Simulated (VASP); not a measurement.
Write the native input for VASP 6.6.1 that does the following.

| Item | Value |
| --- | --- |
| Task | relaxation of volume and atoms at fixed shape |
| Functional | PBE |
| Potentials or basis | VASP PAW PBE potentials, release 64 (Sn_d, Te) |
| Cutoff | 500 eV |
| k mesh | 6 × 6 × 6 |
| Occupations | gaussian, width 0.01 eV |
| Spin | no spin polarisation |
| Dipole correction | no |
| Further INCAR settings | ALGO = Normal; EDIFF = 1e-07; IBRION = 2; EDIFFG = -0.01; NSW = 80; ISIF = 8 |

The structure of SnTe lies in POSCAR:

```
SnTe
1.0
    0.0000000000      3.1508500000      3.1508500000
    3.1508500000      0.0000000000      3.1508500000
    3.1508500000      3.1508500000      0.0000000000
Sn Te
1 1
Direct
    0.0000000000      0.0000000000      0.0000000000
    0.5000000000      0.5000000000      0.5000000000
```

One way to write it, as run:

INCAR

```
ALGO = Normal
EDIFF = 1E-7
EDIFFG = -0.01
ENCUT = 500
GGA = PE
GGA_COMPAT = False
IBRION = 2
ISIF = 8
ISMEAR = 0
LASPH = True
LCHARG = False
LREAL = False
LWAVE = False
NELM = 120
NELMIN = 4
NSW = 80
PREC = Accurate
SIGMA = 0.01
```

KPOINTS

```
k-points
0
Gamma
  6 6 6
```

Potentials or basis: VASP PAW PBE potentials, release 64 (Sn_d, Te).

Launch:

```bash
$ cat potpaw_PBE.64/Sn_d/POTCAR potpaw_PBE.64/Te/POTCAR > POTCAR
$ mpirun -np 1 vasp_std > vasp.out
```

It gave:

```yaml
Relaxed_volume: 32.99 Å³/atom
Relaxed_cell: a = 4.536 Å, b = 4.536 Å, c = 4.536 Å, α = 60.00°, β = 60.00°, γ = 60.00°
Space_group_after_relaxing_to_0.1_Å: Fm-3m (No. 225)
Energy_gained_by_relaxing: 10.8 meV/atom
Ionic_steps: 4
Pressure_after_relaxing: 0.0 GPa
Band_gap_on_the_k_mesh: 0.06 eV
```

Caveat: spin-orbit coupling is left out, which moves the levels of the heavy elements.

Run time: 50 s on 1 thread of AMD EPYC 7R43 64-Core Processor (Zen 3), with other jobs on the host, peak memory 0.16 GiB.
